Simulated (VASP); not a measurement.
# MnSi3 (Pm-3m) in VASP: relaxation of cell and atoms with PBE

Aim: the relaxation of cell and atoms of MnSi3 with PBE.

Everything below comes from runs of VASP 6.6.1. Logs are shortened: lines on timing, memory, paths and dates and some standing lists are left out, and cuts for length are marked.

### Step 1. The cell of the first run

It takes space group Pm-3m (No. 221, cubic). The conventional cell has a = 3.835 Å, b = 3.835 Å, c = 3.835 Å, α = 90.00°, β = 90.00°, γ = 90.00°. Within 3.6 Å of Mn (site symmetry m-3m) lie 12 Si at 2.71 Å. Within 3.6 Å of Si (site symmetry 4/mmm) lie 4 Mn at 2.71 Å and 8 Si at 2.71 Å.

### Step 2. Relaxation of cell and atoms, PBE, collinear spin, ferromagnetic start

INCAR reads:

```
PREC = Accurate
ENCUT = 500
EDIFF = 1E-7
ISMEAR = 0
SIGMA = 0.1
LREAL = False
LASPH = True
NELM = 200
ALGO = Normal
ISIF = 3
LWAVE = False
LCHARG = False
ISPIN = 2
MAGMOM = 3.5 0 0 0
LORBIT = 11
LMAXMIX = 4
GGA = PE
IBRION = 2
NSW = 100
EDIFFG = -0.01
GGA_COMPAT = False
NELMIN = 4
```

KPOINTS reads:

```
regular mesh
0
Gamma
  12 12 12
```

POSCAR reads:

```
MnSi3
1.0
    3.8347006922      0.0000000000      0.0000000000
    0.0000000000      3.8347006922      0.0000000000
    0.0000000000      0.0000000000      3.8347006922
Mn Si
1 3
Direct
    0.0000000000      0.0000000000      0.0000000000
    0.0000000000      0.5000000000      0.5000000000
    0.5000000000      0.0000000000      0.5000000000
    0.5000000000      0.5000000000      0.0000000000
```

Potentials or basis: VASP PAW PBE potentials, release 64 (Mn_pv, Si).

The run is started by

```bash
> cat potpaw_PBE.64/Mn_pv/POTCAR potpaw_PBE.64/Si/POTCAR > POTCAR
> mpirun -np 1 vasp_std > vasp.out
```

OUTCAR:

```text
PREC = Accurate
   ENCUT = 500
   EDIFF = 1E-7
   ISMEAR = 0
   LREAL = False
   LASPH = True
   NELM = 200
   ISIF = 3
   ISPIN = 2
   LORBIT = 11
   GGA = PE
   IBRION = 2
   NSW = 100
   EDIFFG = -0.01
   NELMIN = 4

 ion  position               nearest neighbor table
   1  0.000  0.000  0.000-   2 2.71   3 2.71   4 2.71   2 2.71   3 2.71   2 2.71   4 2.71   2 2.71
                             3 2.71   4 2.71   3 2.71   4 2.71
   2  0.000  0.500  0.500-   1 2.71   3 2.71   4 2.71   1 2.71   4 2.71   1 2.71   3 2.71   1 2.71
                             3 2.71   4 2.71   4 2.71   3 2.71
   3  0.500  0.000  0.500-   1 2.71   2 2.71   4 2.71   1 2.71   4 2.71   2 2.71   4 2.71   4 2.71
                             1 2.71   2 2.71   1 2.71   2 2.71
   4  0.500  0.500  0.000-   1 2.71   2 2.71   3 2.71   2 2.71   3 2.71   1 2.71   3 2.71   3 2.71
                             1 2.71   2 2.71   2 2.71   1 2.71

  LATTYP: Found a simple cubic cell.
 ALAT       =     3.8347006922

  Lattice vectors:

 A1 = (   3.8347006922,   0.0000000000,   0.0000000000)
 A2 = (   0.0000000000,   3.8347006922,   0.0000000000)
 A3 = (   0.0000000000,   0.0000000000,   3.8347006922)

Analysis of symmetry for initial positions (statically):
=====================================================================
 Subroutine PRICEL returns:
 Original cell was already a primitive cell.

 Routine SETGRP: Setting up the symmetry group for a
 simple cubic supercell.

 Subroutine GETGRP returns: Found 48 space group operations
 (whereof 48 operations were pure point group operations)
 out of a pool of 48 trial point group operations.

The static configuration has the point symmetry O_h .

Analysis of symmetry for dynamics (positions and initial velocities):
=====================================================================
 Subroutine PRICEL returns:
 Original cell was already a primitive cell.

 Routine SETGRP: Setting up the symmetry group for a
 simple cubic supercell.

 Subroutine GETGRP returns: Found 48 space group operations
 (whereof 48 operations were pure point group operations)
 out of a pool of 48 trial point group operations.

The dynamic configuration has the point symmetry O_h .

Analysis of structural, dynamic, and magnetic symmetry:
=====================================================================
 Subroutine PRICEL returns:
 Original cell was already a primitive cell.

 Routine SETGRP: Setting up the symmetry group for a
 simple cubic supercell.

 Subroutine GETGRP returns: Found 48 space group operations
 (whereof 48 operations were pure point group operations)
 out of a pool of 48 trial point group operations.

The overall configuration has the point symmetry O_h .

 Subroutine INISYM returns: Found 48 space group operations
 (whereof 48 operations are pure point group operations),
 and found     1 'primitive' translations

----------------------------------------------------------------------------------------

                                     Primitive cell

  volume of cell :      56.3890

  direct lattice vectors                    reciprocal lattice vectors
     3.834700692  0.000000000  0.000000000     0.260776546  0.000000000  0.000000000
     0.000000000  3.834700692  0.000000000     0.000000000  0.260776546  0.000000000
     0.000000000  0.000000000  3.834700692     0.000000000  0.000000000  0.260776546

  length of vectors
     3.834700692  3.834700692  3.834700692     0.260776546  0.260776546  0.260776546

  position of ions in fractional coordinates (direct lattice)
     0.000000000  0.000000000  0.000000000
     0.000000000  0.500000000  0.500000000
     0.500000000  0.000000000  0.500000000
     0.500000000  0.500000000  0.000000000
[... 106 lines left out ...]
   AEXX    =    0.0000 exact exchange contribution
   IVDW    =     0    specifies the selected vdW correction
   LEPSILON=     F    determine dielectric tensor
   LRPA    =     F    only Hartree local field effects (RPA)
 conjugate gradient relaxation of ions
 spin polarized calculation
 Gauss-broadening in eV      SIGMA  =   0.10
  energy-cutoff  :      500.00
  volume of cell :       56.39
 maximum number of plane-waves:      1472
 NGX is ok and might be reduce to    28
   NGX = 13   NGY = 13   NGZ = 13

--------------------------------------- Ionic step        1  -------------------------------------------

 number of electron      24.9999991 magnetization       3.1153743

 Free energy of the ion-electron system (eV)
  ---------------------------------------------------
  ext. energy  EPLUGINS =         0.00000000
  ---------------------------------------------------
  free energy    TOTEN  =       -24.06885421 eV

  energy without entropy =      -24.05703191  energy(sigma->0) =      -24.06294306

------------------------ aborting loop because EDIFF is reached ----------------------------------------

  FORCE on cell =-STRESS in cart. coord.  units (eV):
  Direction    XX          YY          ZZ          XY          YZ          ZX
  --------------------------------------------------------------------------------------
  -------------------------------------------------------------------------------------
  Total       -1.0842341     -1.0842341     -1.0842341      0.0000000      0.0000000      0.0000000
  in kB      -30.8062771    -30.8062771    -30.8062771      0.0000000      0.0000000      0.0000000
  external PRESSURE =     -30.8062771 kB  Pullay stress =       0.0000000 kB

 VOLUME and BASIS-vectors are now :
 -----------------------------------------------------------------------------
  energy-cutoff  :      500.00
  volume of cell :       56.39
      direct lattice vectors                 reciprocal lattice vectors
     3.834700692  0.000000000  0.000000000     0.260776546  0.000000000  0.000000000
     0.000000000  3.834700692  0.000000000     0.000000000  0.260776546  0.000000000
     0.000000000  0.000000000  3.834700692     0.000000000  0.000000000  0.260776546

 POSITION                                       TOTAL-FORCE (eV/Angst)
 -----------------------------------------------------------------------------------
      0.00000      0.00000      0.00000         0.000000      0.000000      0.000000
      0.00000      1.91735      1.91735         0.000000      0.000000      0.000000
      1.91735      0.00000      1.91735         0.000000      0.000000      0.000000
      1.91735      1.91735      0.00000         0.000000      0.000000      0.000000
 -----------------------------------------------------------------------------------
    total drift:                               -0.000000     -0.000000     -0.000000

  FREE ENERGIE OF THE ION-ELECTRON SYSTEM (eV)
  ---------------------------------------------------
  free  energy   TOTEN  =       -24.0688542113 eV

  energy  without entropy=      -24.0570319055  energy(sigma->0) =      -24.06294306

--------------------------------------- Ionic step        2  -------------------------------------------

 number of electron      25.0000030 magnetization       2.9491588

 Free energy of the ion-electron system (eV)
  ---------------------------------------------------
  ext. energy  EPLUGINS =         0.00000000
  ---------------------------------------------------
  free energy    TOTEN  =       -24.09055208 eV

  energy without entropy =      -24.07893728  energy(sigma->0) =      -24.08474468

 E-fermi :  10.5854     XC(G=0): -11.7283

 val. band max:       10.5816125971   @ k =   0.1667   0.1667   0.0833
 cond. band min:      10.5903460968   @ k =   0.2500   0.0833   0.0833
 fundamental gap:      0.0087334998
 Fermi energy:        10.5854112702

 spin component 1

 k-point     1 :       0.0000    0.0000    0.0000
  band No.  band energies     occupation
      1     -39.0527      1.00000
      2     -39.0527      1.00000
      3     -39.0527      1.00000
      4      -3.5357      1.00000
      5       5.0104      1.00000
      6       5.0104      1.00000
[... 493 lines left out ...]
     17      13.0603      0.00000
     18      13.8259      0.00000

 [... further k-points ...]

 spin component 2

 k-point     1 :       0.0000    0.0000    0.0000
  band No.  band energies     occupation
      1     -35.9891      1.00000
      2     -35.9891      1.00000
      3     -35.9891      1.00000
      4      -3.4939      1.00000
      5       5.5146      1.00000
      6       5.5146      1.00000
[... 493 lines left out ...]
     17      14.2254      0.00000
     18      14.3092      0.00000

 [... further k-points ...]
[... 5 lines left out ...]
  --------------------------------------------------------------------------------------
  -------------------------------------------------------------------------------------
  Total       -0.0016796     -0.0016796     -0.0016796     -0.0000000      0.0000000     -0.0000000
  in kB       -0.0496437     -0.0496437     -0.0496437     -0.0000000      0.0000000     -0.0000000
  external PRESSURE =      -0.0496437 kB  Pullay stress =       0.0000000 kB

 VOLUME and BASIS-vectors are now :
 -----------------------------------------------------------------------------
  energy-cutoff  :      500.00
  volume of cell :       54.21
      direct lattice vectors                 reciprocal lattice vectors
     3.784555913 -0.000000000  0.000000000     0.264231794 -0.000000000  0.000000000
     0.000000000  3.784555913  0.000000000     0.000000000  0.264231794 -0.000000000
    -0.000000000  0.000000000  3.784555913    -0.000000000  0.000000000  0.264231794

 POSITION                                       TOTAL-FORCE (eV/Angst)
 -----------------------------------------------------------------------------------
      0.00000      0.00000      0.00000         0.000000     -0.000000      0.000000
     -0.00000      1.89228      1.89228        -0.000000      0.000000      0.000000
      1.89228      0.00000      1.89228        -0.000000      0.000000      0.000000
      1.89228      1.89228      0.00000        -0.000000      0.000000      0.000000
 -----------------------------------------------------------------------------------
    total drift:                               -0.000000     -0.000000     -0.000000

  FREE ENERGIE OF THE ION-ELECTRON SYSTEM (eV)
  ---------------------------------------------------
  free  energy   TOTEN  =       -24.0905520826 eV

  energy  without entropy=      -24.0789372800  energy(sigma->0) =      -24.08474468

 reached required accuracy - stopping structural energy minimisation

 total charge

# of ion       s       p       d       tot
------------------------------------------
    1        0.301   6.236   5.153  11.690
    2        0.803   0.765   0.000   1.568
    3        0.803   0.765   0.000   1.568
    4        0.803   0.765   0.000   1.568
--------------------------------------------------
tot          2.711   8.529   5.153  16.392

 magnetization (x)

# of ion       s       p       d       tot
------------------------------------------
    1        0.039   0.038   2.851   2.928
    2        0.022  -0.033   0.000  -0.011
    3        0.022  -0.033   0.000  -0.011
    4        0.022  -0.033   0.000  -0.011
--------------------------------------------------
tot          0.106  -0.062   2.851   2.895
```

It took 6.8 min on 1 thread of Intel Xeon 8259CL, shared host; peak memory 0.26 GiB.

Results:

| Quantity | Value |
| --- | --- |
| Free energy | -24.0906 eV |
| Relaxed volume | 13.55 Å³/atom |
| Relaxed cell | a = 3.785 Å, b = 3.785 Å, c = 3.785 Å, α = 90.00°, β = 90.00°, γ = 90.00° |
| Space group after relaxing (to 0.05 Å) | Pm-3m (No. 221) |
| Energy gained by relaxing | 5.4 meV/atom |
| Ionic steps | 2 |
| Pressure after relaxing | 0.0 GPa |
| Net moment | 2.95 μB per cell |
| Site moments | Mn +2.93; Si -0.01 μB |
| Valence electrons inside the program's atomic spheres | Mn 11.69; Si 1.57 |

Step by step:
| step | energy change (eV) | largest force (eV/Å) | pressure (GPa) | volume (Å³) |
| --- | --- | --- | --- | --- |
| 1 | 0.0000 | 0.0000 | -3.08 | 56.39 |
| 2 | -0.0217 | 0.0000 | 0.00 | 54.21 |

Final structure:
```
CELL_PARAMETERS angstrom
3.78456 0.00000 0.00000
0.00000 3.78456 0.00000
0.00000 0.00000 3.78456
ATOMIC_POSITIONS crystal
Mn 0.00000 0.00000 0.00000
Si 0.00000 0.50000 0.50000
Si 0.50000 0.00000 0.50000
Si 0.50000 0.50000 0.00000
```
